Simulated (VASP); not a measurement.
Runs of VASP 6.6.1 on Al. The structure is that of space group P6_3/mmc (No. 194), or close to it. The cells are those of the table. 

| task | level | potentials or basis | cell | cutoff (eV) | gap on the mesh (eV) | pressure (GPa) | relaxed volume (Å³/atom) |
| --- | --- | --- | --- | --- | --- | --- | --- |
| single point | PBEsol | VASP PAW PBE potentials, release 64 (Al) | a = 2.831, b = 2.831, c = 9.355 Å, angles 90.0, 90.0, 120.0°, 4 atoms | 520 | none | 0.1 | - |
| relaxation of cell and atoms | PBEsol | VASP PAW PBE potentials, release 64 (Al) | relaxed from a = 2.827, b = 2.827, c = 9.186 Å, angles 90.0, 90.0, 120.0°, 4 atoms | 600 | none | 0.0 | 16.25 |
| single point | LDA | VASP PAW LDA potentials, release 64 (Al) | a = 2.808, b = 2.808, c = 9.286 Å, angles 90.0, 90.0, 120.0°, 4 atoms | 520 | none | 0.1 | - |
| relaxation of cell and atoms | BLYP+D3(BJ) | VASP PAW PBE potentials, release 64 (Al) | relaxed from a = 2.827, b = 2.827, c = 9.186 Å, angles 90.0, 90.0, 120.0°, 4 atoms | 600 | none | 0.1 | 15.55 |
| relaxation of cell and atoms | LDA | VASP PAW LDA potentials, release 64 (Al) | relaxed from a = 2.827, b = 2.827, c = 9.186 Å, angles 90.0, 90.0, 120.0°, 4 atoms | 600 | none | -0.1 | 15.88 |
| single point | BLYP+D3(BJ) | VASP PAW PBE potentials, release 64 (Al) | a = 2.787, b = 2.787, c = 9.233 Å, angles 90.0, 90.0, 120.0°, 4 atoms | 520 | none | (a) | - |

Alike in all rows: no spin polarisation; k mesh 9 × 9 × 3; smearing fermi-dirac 0.15 eV.

Task: Estimate the missing entries.

Result: (a) 0.2.

Caveats: the PAW data sets were made with another functional, which shifts forces and pressure a little (some runs); pairwise dispersion overbinds metals, which lowers pressure and volume (some runs).

A gap of «none» marks levels without a gap at the run's occupations.
